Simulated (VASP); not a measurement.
Wanted: the native input for a VASP 6.6.1 run.

| Item | Value |
| --- | --- |
| Task | single point |
| Functional | PBE |
| Potentials or basis | VASP PAW PBE potentials, release 64 (Ge_d) |
| Cutoff | 520 eV |
| k mesh | 20 × 20 × 20 |
| Occupations | gaussian, width 0.1 eV |
| Spin | no spin polarisation |
| Dipole correction | no |
| Further INCAR settings | ALGO = Normal; EDIFF = 1e-06; NBANDS = 13 |

The structure of Ge lies in POSCAR:

```
Ge
1.0
    2.7110574396      0.0000000000      0.0000000000
    0.0000000000      2.7110574396      0.0000000000
    0.0000000000      0.0000000000      2.7109303652
Ge
1
Direct
    0.5000000000      0.5000000000      0.5000000000
```

The cell was built from a structure type or drawn by symmetry, and may not be a known phase.

One way to write it, as run:

INCAR

```
PREC = Accurate ; ENCUT = 520
EDIFF = 1E-6 ; ISMEAR = 0
SIGMA = 0.1 ; LREAL = False
LASPH = True ; NELM = 60
ALGO = Normal ; ISIF = 2
LWAVE = False ; LCHARG = False
GGA = PE ; NBANDS = 13
```

KPOINTS

```
regular mesh
0
Gamma
  20 20 20
```

Potentials or basis: VASP PAW PBE potentials, release 64 (Ge_d).

The run is started by

```console
$ cat potpaw_PBE.64/Ge_d/POTCAR > POTCAR
$ mpirun -np 1 vasp_std > vasp.out
```

It gave:

The pressure is 0.0 GPa. The band gap on the k mesh is zero (bands 7 and 8 overlap by 9.10 eV).

Run time: 80 s on 1 thread of Intel(R) Xeon(R) Platinum 8488C (Sapphire Rapids), with other jobs on the host, peak memory 0.27 GiB.
